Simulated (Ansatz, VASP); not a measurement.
**One calculation of Cu, two programs**

```xyz
2
Lattice="2.9511 0.0000 0.0000 0.0000 2.9511 0.0000 0.0000 0.0000 2.7867" Properties=species:S:1:pos:R:3 pbc="T T T"
Cu    0.0000    0.0000    0.0000
Cu    1.4755    1.4755    1.3934
```

Change from the starting cell: strain along c alone, the other axes held, atoms relaxed: +1.0 %.

Alike in both runs: task single point; functional PBE; k mesh 14 × 14 × 16; occupations gaussian, width 0.1 eV; no spin polarisation.

|  | VASP | Ansatz |
| --- | --- | --- |
| version | VASP 6.6.1 | Ansatz 0.2.0 |
| potentials or method | VASP PAW PBE potentials, release 64 (Cu_sv_GW), cutoff 700 eV | scalar-relativistic, plane waves, PAW |
| valence electrons in the cell | 38 | 38 |

Ansatz gave:

* gap on the k mesh at the Fermi level (eV): none
* pressure (GPa): -1.4
* traceless stress, the component that is largest in VASP (GPa): 0.16

Task: Which values does VASP return?

Result: gap on the k mesh at the Fermi level (eV): none; pressure (GPa): -6.2; traceless stress, the component that is largest in VASP (GPa): 0.17.

A gap of «none» marks a metal or a gap that the smearing closes. One of these differences is far larger than is usual between the two programs; its cause wasn't traced.
